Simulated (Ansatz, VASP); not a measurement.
MgO in VASP and in Ansatz

```
Mg O
1.0
     3.25534    0.00000    0.00000
    -1.62767    2.81920    0.00000
     0.00000    0.00000   10.41495
Mg O
4 4
Direct
  0.33333 0.66667 0.96960
  0.00000 0.00000 0.22095
  0.00000 0.00000 0.72095
  0.66667 0.33333 0.46960
  0.33333 0.66667 0.77992
  0.80033 0.00000 0.55450
  0.00000 0.00000 0.02954
  0.66667 0.33333 0.27992
```

Alike in both runs: task single point; functional PBEsol; k mesh 9 × 9 × 4; occupations gaussian, width 0.05 eV; no spin polarisation.

|  | VASP | Ansatz |
| --- | --- | --- |
| version | VASP 6.6.1 | Ansatz 0.2.0 |
| potentials or method | VASP PAW PBE potentials, release 64 (Mg, O), cutoff 520 eV | scalar-relativistic, plane waves, PAW |
| valence electrons in the cell | 32 | 64 |

```tsv
	VASP	Ansatz	Ansatz less VASP
gap on the k mesh at the Fermi level (eV)	2.27	2.28	+0.017
least direct gap on the mesh (eV)	2.27	2.28	+0.017
pressure (GPa)	6.6	6.5	-0.08
traceless stress, the component that is largest in VASP (GPa)	-8.14	-7.83	+0.307
rms of the force components (eV/Å)	2.145	2.055	-0.0904
```

VASP's potentials were made for PBE, not for PBEsol, and Ansatz warns of the same on its side. Atom by atom the forces differ by 0.095 eV/Å (rms over components). VASP's potentials hold 32 valence electrons a cell and Ansatz's 64, so a difference there can come from the potentials and not from the codes.
